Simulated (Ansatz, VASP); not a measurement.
One calculation of Ti2Al3Ru, two programs

```
Ti Al Ru
1.0
     4.37340    0.00000    0.00000
    -2.18670    3.78747    0.00000
     0.00000    0.00000    9.94226
Ti Al Ru
2 3 1
Cartesian
  0.0000 0.0000 7.7181
  0.0000 0.0000 2.2242
  0.0000 2.5250 0.0000
  2.1867 1.2625 0.0000
  0.0000 0.0000 4.9711
  0.0000 0.0000 0.0000
```

Alike in both runs: functional PBE; k mesh 6 × 6 × 2; occupations gaussian, width 0.1 eV; no spin polarisation.

Ansatz relaxed the structure, and its values are those at the end. VASP's run is a single point on that final structure, the one shown.

|  | VASP | Ansatz |
| --- | --- | --- |
| version | VASP 6.6.1 | Ansatz 0.2.0 |
| potentials or method | VASP PAW PBE potentials, release 64 (Ti_sv, Al, Ru_pv), cutoff 520 eV | scalar-relativistic, plane waves, PAW |
| valence electrons in the cell | 47 | 49 |

|  | VASP | Ansatz | Ansatz less VASP |
| --- | --- | --- | --- |
| gap on the k mesh at the Fermi level (eV) | none | none | - |
| pressure (GPa) | 0.0 | -0.1 | -0.11 |
| rms of the force components (eV/Å) | 0.038 | 0.006 | -0.0321 |

A gap of «none» marks a metal or a gap that the smearing closes. The functional is the same, so the differences come from potentials, cutoffs and numerics. VASP's potentials hold 47 valence electrons a cell and Ansatz's 49, so a difference there can come from the potentials and not from the codes.
